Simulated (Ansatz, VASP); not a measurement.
PtS2: VASP beside Ansatz

```
CELL_PARAMETERS angstrom
5.00647 0.00000 0.00000
0.00000 8.32537 0.00000
0.00000 0.00000 2.71990
ATOMIC_POSITIONS crystal
Pt 0.50000 0.00000 0.50000
Pt 0.00000 0.50000 0.50000
S 0.24859 0.24963 0.50000
S 0.75141 0.75037 0.50000
S 0.74859 0.25037 0.50000
S 0.25141 0.74963 0.50000
```

Alike in both runs: functional PBE; k mesh 4 × 2 × 4; occupations gaussian, width 0.1 eV; no spin polarisation.

Ansatz relaxed the structure, and its values are those at the end. VASP's run is a single point on that final structure, the one shown.

```csv
,VASP,Ansatz
version,VASP 6.6.1,Ansatz 0.2.0
potentials or method,"VASP PAW PBE potentials, release 64 (Pt, S), cutoff 520 eV","scalar-relativistic, plane waves, PAW"
valence electrons in the cell,44,60
```

|  | VASP | Ansatz | Ansatz less VASP |
| --- | --- | --- | --- |
| gap on the k mesh at the Fermi level (eV) | none | none | - |
| pressure (GPa) | -0.1 | 0.1 | +0.19 |

A gap of «none» marks a metal or a gap that the smearing closes. VASP's potentials hold 44 valence electrons a cell and Ansatz's 60, so a difference there can come from the potentials and not from the codes.

The k mesh is coarse, so the values compare programs but aren't converged. Neither program's run includes spin-orbit coupling.
